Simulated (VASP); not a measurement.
Runs of VASP 6.6.1 on ZrC. The structure is that of space group Fm-3m (No. 225), or close to it. The cells are those of the table. 

| level | cell | cutoff (eV) | gap on the mesh (eV) | pressure (GPa) |
| --- | --- | --- | --- | --- |
| r2SCAN | a = 3.335 Å, angles 60.0°, 2 atoms | 660 | none | (b) |
| r2SCAN | a = 3.324 Å, angles 60.0°, 2 atoms | 660 | none | 1.7 |
| PBEsol | a = 3.345 Å, angles 60.0°, 2 atoms | 600 | none | -8.3 |
| r2SCAN+D4 | a = 3.303 Å, angles 60.0°, 2 atoms | 660 | none | 5.0 |
| PBEsol | a = 3.323 Å, angles 60.0°, 2 atoms | 600 | none | (a) |
| r2SCAN+D4 | a = 3.281 Å, angles 60.0°, 2 atoms | 660 | none | 10.4 |
| r2SCAN | a = 3.309 Å, angles 60.0°, 2 atoms | 660 | none | 5.0 |
| r2SCAN+D4 | a = 3.326 Å, angles 60.0°, 2 atoms | 660 | none | 0.1 |

Alike in all rows: task single point; potentials or basis VASP PAW PBE potentials, release 64 (Zr_sv, C); no spin polarisation; k mesh 8 × 8 × 8; smearing gaussian 0.05 eV.

Problem. Fill in the values left out.

Solution. (a) -4.2; (b) -0.7.

Caveats: the PAW data sets were made with another functional, which shifts forces and pressure a little; the cell stands under pressure (at least some runs); the cell stands under tension (at least some runs).

A k mesh can miss the band edges, and the runs leave out spin-orbit coupling on Zr.

A gap of «none» marks levels without a gap at the run's occupations.
